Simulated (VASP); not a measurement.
Input of a VASP 6.6.1 run:

INCAR

```
  PREC = Accurate
  ENCUT = 520
  EDIFF = 1E-6
  ISMEAR = 0
  SIGMA = 0.01
  LREAL = F
  LASPH = T
  NELM = 80
  ALGO = Normal
  ISIF = 2
  LWAVE = F
  LCHARG = T
  GGA = PE
  LELF = T
  LVHAR = T
  NBANDS = 46
```

File KPOINTS:

```
Automatic mesh
0
Gamma
  10 10 4
```

File POSCAR:

```
Zn4SO3
1.0
    3.5156761973      0.0000000000      0.0000000000
    0.0000000000      3.5156761973      0.0000000000
    0.0000000000      0.0000000000      9.5938078785
Zn S O
4 1 3
Direct
    0.5000000000      0.0000000000      0.6600165508
    0.0000000000      0.5000000000      0.8881879082
    0.5000000000      0.0000000000      0.1118120918
    0.0000000000      0.5000000000      0.3399834492
    0.5000000000      0.5000000000      0.5000000000
    0.0000000000      0.0000000000      0.7757110678
    0.5000000000      0.5000000000      0.0000000000
    0.0000000000      0.0000000000      0.2242889322
```

Potentials or basis: VASP PAW PBE potentials, release 64 (Zn, S, O).

Command:

```sh
$ cat potpaw_PBE.64/Zn/POTCAR potpaw_PBE.64/S/POTCAR potpaw_PBE.64/O/POTCAR > POTCAR
$ mpirun -np 1 vasp_std > vasp.out
```

Task: Predict the pressure.

Result: -5.1 GPa.

Task: Estimate the band gap on the k mesh.

Result: 0.02 eV, indirect (least direct gap 0.15 eV).

Task: Estimate the largest force.

Result: 0.033 eV/Å.

Forces in eV/Å, atoms in the order of the input:
```
Zn   0.000  0.000 -0.033
Zn   0.000  0.000  0.003
Zn   0.000  0.000 -0.003
Zn   0.000  0.000  0.033
S    0.000  0.000  0.000
O    0.000  0.000 -0.006
O    0.000  0.000  0.000
O    0.000  0.000  0.006
```

 A k mesh can miss the band edges.
